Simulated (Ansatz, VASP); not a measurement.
**AlPtO in VASP and in Ansatz**

```
Al O Pt
1.0
     3.33519    0.00000    0.00000
     0.00000    3.32598    0.00000
     0.00000    0.00000    7.06656
Al O Pt
2 2 2
Direct
  0.00000 0.50000 0.07000
  0.50000 0.00000 0.93000
  0.00000 0.00000 0.94000
  0.50000 0.50000 0.06000
  0.00000 0.00000 0.30000
  0.50000 0.50000 0.70000
```

Alike in both runs: task single point; functional r2SCAN; k mesh 5 × 5 × 3; no spin polarisation.

|  | VASP | Ansatz |
| --- | --- | --- |
| version | VASP 6.6.1 | Ansatz 0.2.0 |
| potentials or method | VASP PAW PBE potentials, release 64 (Al, O, Pt), cutoff 660 eV | PAW plane waves |
| occupations | fermi-dirac, width 0.1 eV | fermi-dirac |
| valence electrons in the cell | 38 | 54 |

Ansatz gave:

```
gap on the k mesh at the Fermi level (eV) : none
rms of the force components (eV/Å)        : 1.923
```

Task: Estimate VASP's values.

Result: gap on the k mesh at the Fermi level (eV): none; rms of the force components (eV/Å): 1.943.

VASP's potentials were made for PBE, not for r2SCAN. Atom by atom the forces differ by 0.025 eV/Å (rms over components). A gap of «none» marks a metal or a gap that the smearing closes. VASP's potentials hold 38 valence electrons a cell and Ansatz's 54, so a difference there can come from the potentials and not from the codes.

The k mesh is coarse, so the values compare programs but aren't converged. Neither program's run includes spin-orbit coupling.
